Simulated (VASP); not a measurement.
Crystal: Se.

```
CELL_PARAMETERS angstrom
2.78952 0.04509 -0.00335
0.04509 2.79977 0.00512
-0.00335 0.00512 2.84344
ATOMIC_POSITIONS crystal
Se 0.04528 0.00088 0.99280
```

This cell differs from its parent crystal: the cell strained at random.

Base run:

* Program: VASP 6.6.1
* Functional: PBE
* Potentials or basis: VASP PAW PBE potentials, release 64 (Se)
* Cutoff: 520 eV
* k mesh: 9 × 9 × 9
* Occupations: gaussian, width 0.1 eV
* Spin: no spin polarisation

Its results: band gap on the k mesh zero (band 3 reaches 7.70 eV, above the bottom of band 4 at 1.77 eV); pressure 2.0 GPa.

Question: The run is repeated on the same cell with these changes: functional from PBE to PBEsol. What comes out?

Answer: Band gap on the k mesh zero (band 3 reaches 7.59 eV, above the bottom of band 4 at 1.65 eV); pressure -1.5 GPa.

PBEsol binds more tightly than PBE, so the same cell stands under less pressure.

Caveats: the PAW data sets were made with another functional, which shifts forces and pressure a little (some runs).
